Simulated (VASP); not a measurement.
Runs of VASP 6.6.1 on MgS. The structure is that of space group F-43m (No. 216), or close to it. The cells are those of the table. 

```csv
level,U,cell,k mesh,smearing,gap on the mesh (eV),pressure (GPa)
PBE+D3(BJ)+U,S p U = 2.9 eV,"a = 4.007 Å, angles 60.0°, 2 atoms",4 × 4 × 4,fermi-dirac 0.11 eV,(b),-0.8
PBEsol+U,S p U = 1.3 eV,"a = 4.007 Å, angles 60.0°, 2 atoms",8 × 8 × 8,gaussian 0.01 eV,3.25,-0.3
revPBE+U,S p U = 3.4 eV,"a = 3.834 Å, angles 60.0°, 2 atoms",4 × 4 × 4,methfessel-paxton 0.136057 eV,3.77,13.2
PBE+U,S p U = 6.3 eV,"a = 4.007 Å, angles 60.0°, 2 atoms",5 × 7 × 7,gaussian 0.1 eV,3.25,(a)
```

Alike in all rows: task single point; potentials or basis VASP PAW PBE potentials, release 64 (Mg, S); no spin polarisation; cutoff (eV) 600.

Problem. Fill in the values left out.

Solution. (a) 1.8; (b) 3.36.

Caveats: some runs use coarse meshes; the PAW data sets were made with another functional, which shifts forces and pressure a little (at least some runs).

A k mesh can miss the band edges.
